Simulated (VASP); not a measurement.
# Ge (Fd-3m) in VASP: further runs

Ge is run at these levels: RPBE, PBE exchange alone; tasks: single point.

All numbers are computed with VASP 6.6.1; they aren't measurements. Logs are shortened: lines on timing, memory, paths and dates and some standing lists are left out, and cuts for length are marked.

## 1. The cell of the first run

Symmetry: Fd-3m, No. 227, cubic system. Conventional cell: a = 5.658 Å, b = 5.658 Å, c = 5.658 Å, α = 90.00°, β = 90.00°, γ = 90.00°. Ge (site symmetry -43m) has 4 Ge at 2.45 Å within 3.2 Å.

## 2. Single point, RPBE, collinear spin, antiferromagnetic start

INCAR reads:

```
  PREC = Accurate
  ENCUT = 520
  EDIFF = 1E-7
  ISMEAR = -1
  SIGMA = 0.05
  LREAL = F
  LASPH = T
  NELM = 150
  ALGO = Normal
  ISIF = 2
  LWAVE = F
  LCHARG = F
  ISPIN = 2
  MAGMOM = 0.5 -0.5
  LORBIT = 11
  GGA = RP
  NBANDS = 25
```

KPOINTS reads:

```
regular mesh
0
Gamma
  8 8 8
```

POSCAR reads:

```
Ge
1.0
    0.0000000000      2.8289100000      2.8289100000
    2.8289100000      0.0000000000      2.8289100000
    2.8289100000      2.8289100000      0.0000000000
Ge
2
Direct
    0.7500000000      0.7500000000      0.7500000000
    0.5000000000      0.5000000000      0.5000000000
```

Potentials or basis: VASP PAW PBE potentials, release 64 (Ge_d).

The run is started by

```
$ cat potpaw_PBE.64/Ge_d/POTCAR > POTCAR
$ mpirun -np 1 vasp_std > vasp.out
```

OUTCAR:

```text
PREC = Accurate
   ENCUT = 520
   EDIFF = 1E-7
   ISMEAR = -1
   LREAL = F
   LASPH = T
   NELM = 150
   ISIF = 2
   ISPIN = 2
   LORBIT = 11
   GGA = RP

 ion  position               nearest neighbor table
   1  0.750  0.750  0.750-   2 2.45   2 2.45   2 2.45   2 2.45
   2  0.500  0.500  0.500-   1 2.45   1 2.45   1 2.45   1 2.45

  LATTYP: Found a face centered cubic cell.
 ALAT       =     5.6578200000

  Lattice vectors:

 A1 = (   0.0000000000,   2.8289100000,   2.8289100000)
 A2 = (   2.8289100000,   0.0000000000,   2.8289100000)
 A3 = (   2.8289100000,   2.8289100000,   0.0000000000)

Analysis of symmetry for initial positions (statically):
=====================================================================
 Subroutine PRICEL returns:
 Original cell was already a primitive cell.

 Routine SETGRP: Setting up the symmetry group for a
 face centered cubic supercell.

 Subroutine GETGRP returns: Found 48 space group operations
 (whereof 24 operations were pure point group operations)
 out of a pool of 48 trial point group operations.

The static configuration has the point symmetry T_d .
 The point group associated with its full space group is O_h .

Analysis of symmetry for dynamics (positions and initial velocities):
=====================================================================
 Subroutine PRICEL returns:
 Original cell was already a primitive cell.

 Routine SETGRP: Setting up the symmetry group for a
 face centered cubic supercell.

 Subroutine GETGRP returns: Found 48 space group operations
 (whereof 24 operations were pure point group operations)
 out of a pool of 48 trial point group operations.

The dynamic configuration has the point symmetry T_d .
 The point group associated with its full space group is O_h .

Analysis of structural, dynamic, and magnetic symmetry:
=====================================================================
 Subroutine PRICEL returns:
 Original cell was already a primitive cell.

 Routine SETGRP: Setting up the symmetry group for a
 face centered cubic supercell.

 Subroutine GETGRP returns: Found 48 space group operations
 (whereof 24 operations were pure point group operations)
 out of a pool of 48 trial point group operations.

The overall configuration has the point symmetry T_d .
 The point group associated with its full space group is O_h .

 Subroutine INISYM returns: Found 48 space group operations
 (whereof 24 operations are pure point group operations),
 and found     1 'primitive' translations

----------------------------------------------------------------------------------------

                                     Primitive cell

  volume of cell :      45.2780

  direct lattice vectors                    reciprocal lattice vectors
     0.000000000  2.828910000  2.828910000    -0.176746521  0.176746521  0.176746521
     2.828910000  0.000000000  2.828910000     0.176746521 -0.176746521  0.176746521
     2.828910000  2.828910000  0.000000000     0.176746521  0.176746521 -0.176746521

  length of vectors
     4.000682889  4.000682889  4.000682889     0.306133954  0.306133954  0.306133954

  position of ions in fractional coordinates (direct lattice)
     0.750000000  0.750000000  0.750000000
     0.500000000  0.500000000  0.500000000

  ion indices of the primitive-cell ions
   primitive index   ion index
                 1           1
                 2           2

----------------------------------------------------------------------------------------

 KPOINTS: regular mesh

Automatic generation of k-mesh.
 Grid dimensions read from file:
 generate k-points for:    8    8    8

 Generating k-lattice:

  Cartesian coordinates                     Fractional coordinates (reciprocal lattice)
    -0.022093315  0.022093315  0.022093315     0.125000000  0.000000000  0.000000000
     0.022093315 -0.022093315  0.022093315     0.000000000  0.125000000  0.000000000
     0.022093315  0.022093315 -0.022093315     0.000000000  0.000000000  0.125000000

  Length of vectors
     0.038266744  0.038266744  0.038266744

  Shift w.r.t. Gamma in fractional coordinates (k-lattice)
     0.000000000  0.000000000  0.000000000

 Subroutine IBZKPT returns following result:
 ===========================================

 Found     29 irreducible k-points:

 Following reciprocal coordinates:
            Coordinates               Weight
  0.000000  0.000000  0.000000      1.000000
  0.125000  0.000000  0.000000      8.000000
  0.250000  0.000000  0.000000      8.000000
  0.375000  0.000000  0.000000      8.000000
  0.500000  0.000000  0.000000      4.000000
  0.125000  0.125000  0.000000      6.000000
[... 16 lines left out ...]
  0.500000  0.250000  0.125000     48.000000
 -0.375000  0.250000  0.125000     24.000000
 [... further k-points ...]
   k-points           NKPTS =     29   k-points in BZ     NKDIM =     29   number of bands    NBANDS=     25
   number of dos      NEDOS =    301   number of ions     NIONS =      2
   total plane-waves  NPLWV =  27000
   dimension x,y,z NGX =    30 NGY =   30 NGZ =   30
   dimension x,y,z NGXF=    60 NGYF=   60 NGZF=   60
   ions per type =               2
   NGX,Y,Z   is equivalent  to a cutoff of  12.47, 12.47, 12.47 a.u.
   NGXF,Y,Z  is equivalent  to a cutoff of  24.93, 24.93, 24.93 a.u.
 SYSTEM =  unknown system
   PREC   = accura    normal or accurate (medium, high low for compatibility)
   ISTART =      0    job   : 0-new  1-cont  2-samecut
   ICHARG =      2    charge: 1-file 2-atom 10-const
   ISPIN  =      2    spin polarized calculation?
   LNONCOLLINEAR =      F non collinear calculations
   LSORBIT =      F    spin-orbit coupling
   LASPH  =      T    aspherical Exc in radial PAW
   ENCUT  =  520.0 eV  38.22 Ry    6.18 a.u.   7.44  7.44  7.44*2*pi/ulx,y,z
   NELM   =    150;   NELMIN=  2; NELMDL= -5     # of ELM steps
   EDIFF  = 0.1E-06   stopping-criterion for ELM
   LREAL  =      F    real-space projection
   EDIFFG = 0.1E-05   stopping-criterion for IOM
   NSW    =      0    number of steps for IOM
   IBRION =     -1    ionic relax: 0-MD 1-quasi-New 2-CG
   NFREE  =      0    steps in history (QN), initial steepest desc. (CG)
   ISIF   =      2    stress and relaxation
   ISYM   =      2    0-nonsym 1-usesym 2-fastsym
   POTIM  = 0.5000    time-step for ionic-motion
   TEBEG  =    0.0;   TEEND  =   0.0 temperature during run
   PSTRESS=    0.0 pullay stress
   NELECT =      28.0000    total number of electrons
   NUPDOWN=      -1.0000    fix difference up-down
   EMIN   =  10.00;   EMAX   =-10.00  energy-range for DOS
   EFERMI =   0.00;   METHOD = LEGACY
   ISMEAR =    -1;   SIGMA  =   0.05  broadening in eV -4-tet -1-fermi 0-gaus
   EFERMI_NEDOS =   21; number of points for ismear=-14 and -15
   IALGO  =     38    algorithm
   IMIX   =      4    mixing-type and parameters
     AMIX     =   0.40;   BMIX     =  1.00
     AMIX_MAG =   1.60;   BMIX_MAG =  1.00
  volume/ion in A,a.u.               =      22.64       152.78
  Fermi-wavevector in a.u.,A,eV,Ry     =   1.394756  2.635708 26.468033  1.945346
  Thomas-Fermi vector in A             =   2.518275
   LORBIT       =     11    0 simple, 1 ext, 2 COOP (PROOUT), +10 PAW based schemes
   GGA     = RP    functional components
   LHFCALC =     F    Hartree Fock is set to
   AEXX    =    0.0000 exact exchange contribution
   IVDW    =     0    specifies the selected vdW correction
   LEPSILON=     F    determine dielectric tensor
   LRPA    =     F    only Hartree local field effects (RPA)
 spin polarized calculation
  energy-cutoff  :      520.00
  volume of cell :       45.28
 maximum number of plane-waves:      1243
 NGX is ok and might be reduce to    30
   NGX = 15   NGY = 15   NGZ = 15

 number of electron      28.0000022 magnetization      -0.0000000

 number of electron      28.0000022 magnetization       0.0000000

 Free energy of the ion-electron system (eV)
  ---------------------------------------------------
  ext. energy  EPLUGINS =         0.00000000
  ---------------------------------------------------
  free energy    TOTEN  =        -8.29757542 eV

  energy without entropy =       -8.29710026  energy(sigma->0) =       -8.29733784

 E-fermi :   5.1989     XC(G=0):  -9.7488

 val. band max:        5.1035033076   @ k =   0.0000   0.0000   0.0000
 cond. band min:       5.2535232422   @ k =   0.0000   0.0000   0.0000
 fundamental gap:      0.1500199346
 Fermi energy:         5.1989284316

 spin component 1

 k-point     1 :       0.0000    0.0000    0.0000
  band No.  band energies     occupation
      1     -19.7370      1.00000
      2     -19.7370      1.00000
      3     -19.7370      1.00000
      4     -19.7013      1.00000
      5     -19.7013      1.00000
      6     -19.4915      1.00000
[... 17 lines left out ...]
     24      15.9858      0.00000
     25      19.1898      0.00000

 k-point     2 :       0.1250    0.0000    0.0000
  band No.  band energies     occupation
      1     -19.7450      1.00000
      2     -19.7450      1.00000
      3     -19.7344      1.00000
      4     -19.6899      1.00000
      5     -19.6899      1.00000
      6     -19.5035      1.00000
[... 17 lines left out ...]
     24      17.5639      0.00000
     25      20.5672      0.00000

 k-point     3 :       0.2500    0.0000    0.0000
  band No.  band energies     occupation
      1     -19.7551      1.00000
      2     -19.7551      1.00000
      3     -19.7283      1.00000
      4     -19.6728      1.00000
      5     -19.6728      1.00000
      6     -19.5171      1.00000
[... 552 lines left out ...]
 k-point    23 :       0.5000    0.2500    0.1250
  band No.  band energies     occupation
      1     -19.7773      1.00000
      2     -19.7694      1.00000
      3     -19.6987      1.00000
      4     -19.6503      1.00000
      5     -19.6241      1.00000
      6     -19.5763      1.00000
[... 17 lines left out ...]
     24      20.5877      0.00000
     25      22.5037      0.00000

 k-point    24 :      -0.3750    0.2500    0.1250
  band No.  band energies     occupation
      1     -19.7824      1.00000
      2     -19.7708      1.00000
      3     -19.6889      1.00000
      4     -19.6393      1.00000
      5     -19.6256      1.00000
      6     -19.5712      1.00000
[... 17 lines left out ...]
     24      21.6691      0.00000
     25      22.9655      0.00000

 [... further k-points ...]

 spin component 2

 k-point     1 :       0.0000    0.0000    0.0000
  band No.  band energies     occupation
      1     -19.7370      1.00000
      2     -19.7370      1.00000
      3     -19.7370      1.00000
      4     -19.7013      1.00000
      5     -19.7013      1.00000
      6     -19.4915      1.00000
[... 17 lines left out ...]
     24      15.9858      0.00000
     25      19.1898      0.00000

 k-point     2 :       0.1250    0.0000    0.0000
  band No.  band energies     occupation
      1     -19.7450      1.00000
      2     -19.7450      1.00000
      3     -19.7344      1.00000
      4     -19.6899      1.00000
      5     -19.6899      1.00000
      6     -19.5035      1.00000
[... 17 lines left out ...]
     24      17.5639      0.00000
     25      20.5672      0.00000

 k-point     3 :       0.2500    0.0000    0.0000
  band No.  band energies     occupation
      1     -19.7551      1.00000
      2     -19.7551      1.00000
      3     -19.7283      1.00000
      4     -19.6728      1.00000
      5     -19.6728      1.00000
      6     -19.5171      1.00000
[... 552 lines left out ...]
 k-point    23 :       0.5000    0.2500    0.1250
  band No.  band energies     occupation
      1     -19.7773      1.00000
      2     -19.7694      1.00000
      3     -19.6987      1.00000
      4     -19.6503      1.00000
      5     -19.6241      1.00000
      6     -19.5763      1.00000
[... 17 lines left out ...]
     24      20.5877      0.00000
     25      22.5037      0.00000

 k-point    24 :      -0.3750    0.2500    0.1250
  band No.  band energies     occupation
      1     -19.7824      1.00000
      2     -19.7708      1.00000
      3     -19.6889      1.00000
      4     -19.6393      1.00000
      5     -19.6256      1.00000
      6     -19.5712      1.00000
[... 17 lines left out ...]
     24      21.6691      0.00000
     25      22.9655      0.00000

 [... further k-points ...]

------------------------ aborting loop because EDIFF is reached ----------------------------------------

  FORCE on cell =-STRESS in cart. coord.  units (eV):
  Direction    XX          YY          ZZ          XY          YZ          ZX
  --------------------------------------------------------------------------------------
  -------------------------------------------------------------------------------------
  Total        1.4960312      1.4960312      1.4960312     -0.0000000      0.0000000     -0.0000000
  in kB       52.9375523     52.9375523     52.9375523     -0.0000000      0.0000000     -0.0000000
  external PRESSURE =      52.9375523 kB  Pullay stress =       0.0000000 kB

 VOLUME and BASIS-vectors are now :
 -----------------------------------------------------------------------------
  energy-cutoff  :      520.00
  volume of cell :       45.28
      direct lattice vectors                 reciprocal lattice vectors
     0.000000000  2.828910000  2.828910000    -0.176746521  0.176746521  0.176746521
     2.828910000  0.000000000  2.828910000     0.176746521 -0.176746521  0.176746521
     2.828910000  2.828910000  0.000000000     0.176746521  0.176746521 -0.176746521

 POSITION                                       TOTAL-FORCE (eV/Angst)
 -----------------------------------------------------------------------------------
      4.24336      4.24336      4.24336        -0.000000     -0.000000     -0.000000
      2.82891      2.82891      2.82891         0.000000      0.000000      0.000000
 -----------------------------------------------------------------------------------
    total drift:                                0.000000     -0.000000     -0.000000

  FREE ENERGIE OF THE ION-ELECTRON SYSTEM (eV)
  ---------------------------------------------------
  free  energy   TOTEN  =        -8.2975754234 eV

  energy  without entropy=       -8.2971002629  energy(sigma->0) =       -8.29733784

 total charge

# of ion       s       p       d       tot
------------------------------------------
    1        1.129   1.273  10.024  12.426
    2        1.129   1.273  10.024  12.426
--------------------------------------------------
tot          2.257   2.546  20.048  24.851

 magnetization (x)

# of ion       s       p       d       tot
------------------------------------------
    1        0.000   0.000  -0.000   0.000
    2       -0.000  -0.000   0.000  -0.000
--------------------------------------------------
tot          0.000   0.000   0.000   0.000
```

It took 48 s on 1 thread of Intel Xeon Platinum 8488C (Sapphire Rapids), shared host; peak memory 0.2 GiB.

Results:

* Free energy: -8.2976 eV
* Pressure: 5.3 GPa
* Band gap on the k mesh: 0.15 eV, direct
* Net moment: 0.00 μB per cell
* Valence electrons inside the program's atomic spheres: Ge 12.43

Caveat: the PAW data sets were made with another functional, which shifts forces and pressure a little.

## 3. Single point, RPBE, collinear spin, antiferromagnetic start (volume scaled by 1.02)

INCAR reads:

```
SYSTEM = Ge
  PREC = Accurate
  ENCUT = 520
  EDIFF = 1E-6
  ISMEAR = -1
  SIGMA = 0.05
  LREAL = .False.
  LASPH = .True.
  NELM = 150
  ALGO = Normal
  ISIF = 2
  LWAVE = .False.
  LCHARG = .False.
  ISPIN = 2
  MAGMOM = 0.5 -0.5
  LORBIT = 11
  GGA = RP
  NBANDS = 25
```

KPOINTS reads:

```
regular mesh
0
Gamma
  8 8 8
  0 0 0
```

POSCAR reads:

```
Ge
1.0
    0.0000000000      2.8476450493      2.8476450493
    2.8476450493      0.0000000000      2.8476450493
    2.8476450493      2.8476450493      0.0000000000
Ge
2
Direct
    0.7500000000      0.7500000000      0.7500000000
    0.5000000000      0.5000000000      0.5000000000
```

Potentials or basis: VASP PAW PBE potentials, release 64 (Ge_d).

The run is started by

```
$ cat potpaw_PBE.64/Ge_d/POTCAR > POTCAR
$ mpirun -np 1 vasp_std > vasp.out
```

It took 42 s on 1 thread of Intel Xeon Platinum 8488C (Sapphire Rapids), shared host; peak memory 0.2 GiB.

It converged, with:

```yaml
Free_energy: -8.3237 eV
Pressure: 3.9 GPa
Band_gap_on_the_k_mesh: zero (filled and empty bands touch)
Net_moment: 0.00 μB per cell
Valence_electrons_inside_the_program's_atomic_spheres: Ge 12.40
```

Levels at points of the mesh, in eV from the Fermi level:
Spin up:
| k point | band 10 | band 11 | band 12 | band 13 | band 14 | band 15 | band 16 | band 17 | band 18 | band 19 |
| --- | --- | --- | --- | --- | --- | --- | --- | --- | --- | --- |
| (0.00, 0.00, 0.00) | -24.61 | -12.63 | -0.07 | -0.04 | -0.04 | -0.04 | 2.52 | 2.52 | 2.52 | 6.55 |
| (0.50, 0.00, 0.00) | -24.58 | -10.59 | -7.51 | -1.41 | -1.41 | 0.17 | 3.72 | 3.72 | 7.24 | 10.56 |
| (0.50, 0.50, 0.00) | -24.57 | -8.82 | -8.82 | -3.04 | -3.04 | 0.82 | 0.82 | 9.36 | 9.36 | 11.50 |
Spin down:
```csv
k point,band 10,band 11,band 12,band 13,band 14,band 15,band 16,band 17,band 18,band 19
"(0.00, 0.00, 0.00)",-24.61,-12.63,-0.07,-0.04,-0.04,-0.04,2.52,2.52,2.52,6.55
"(0.50, 0.00, 0.00)",-24.58,-10.59,-7.51,-1.41,-1.41,0.17,3.72,3.72,7.24,10.56
"(0.50, 0.50, 0.00)",-24.57,-8.82,-8.82,-3.04,-3.04,0.82,0.82,9.36,9.36,11.50
```

Caveat: the PAW data sets were made with another functional, which shifts forces and pressure a little.

## 4. Single point, RPBE, collinear spin, antiferromagnetic start (volume scaled by 1.04)

INCAR reads:

```
SYSTEM = Ge
PREC = Accurate ; ENCUT = 520
EDIFF = 1E-7 ; ISMEAR = -1
SIGMA = 0.05 ; LREAL = .FALSE.
LASPH = .TRUE. ; NELM = 150
ALGO = Normal ; ISIF = 2
LWAVE = .FALSE. ; LCHARG = .FALSE.
ISPIN = 2 ; MAGMOM = 0.5 -0.5
LORBIT = 11 ; GGA = RP
NBANDS = 25
```

KPOINTS reads:

```
regular mesh
0
G
  8 8 8
  0 0 0
```

POSCAR reads:

```
Ge
1.0
    0.0000000000      2.8661367691      2.8661367691
    2.8661367691      0.0000000000      2.8661367691
    2.8661367691      2.8661367691      0.0000000000
Ge
2
Direct
    0.7500000000      0.7500000000      0.7500000000
    0.5000000000      0.5000000000      0.5000000000
```

The run is started by

```
$ cat potpaw_PBE.64/Ge_d/POTCAR > POTCAR
$ mpirun -np 1 vasp_std > vasp.out
```

Run time: 51 s. Hardware: 1 thread of Intel Xeon Platinum 8488C (Sapphire Rapids), shared host; peak memory 0.21 GiB.

The run converged. Its results:

* Free energy: -8.3421 eV
* Pressure: 2.5 GPa
* Band gap on the k mesh: zero (filled and empty bands touch)
* Net moment: 0.00 μB per cell
* Valence electrons inside the program's atomic spheres: Ge 12.38

Levels at points of the mesh, in eV from the Fermi level:
Spin up:
```tsv
k point	band 11	band 12	band 13	band 14	band 15	band 16	band 17	band 18
(0.00, 0.00, 0.00)	-12.46	-0.22	-0.02	-0.02	-0.02	2.53	2.53	2.53
(0.50, 0.00, 0.00)	-10.47	-7.40	-1.36	-1.36	0.14	3.73	3.73	7.25
(0.50, 0.50, 0.00)	-8.73	-8.73	-2.95	-2.95	0.86	0.86	9.22	9.22
```
Spin down:
| k point | band 10 | band 11 | band 12 | band 13 | band 14 | band 15 | band 16 | band 17 | band 18 | band 19 |
| --- | --- | --- | --- | --- | --- | --- | --- | --- | --- | --- |
| (0.00, 0.00, 0.00) | -24.57 | -12.46 | -0.22 | -0.02 | -0.02 | -0.02 | 2.53 | 2.53 | 2.53 | 6.53 |
| (0.50, 0.00, 0.00) | -24.55 | -10.47 | -7.40 | -1.36 | -1.36 | 0.14 | 3.73 | 3.73 | 7.25 | 10.46 |
| (0.50, 0.50, 0.00) | -24.53 | -8.73 | -8.73 | -2.95 | -2.95 | 0.86 | 0.86 | 9.22 | 9.22 | 11.33 |

Caveat: the PAW data sets were made with another functional, which shifts forces and pressure a little.

(Continued in part 2 of 2.)
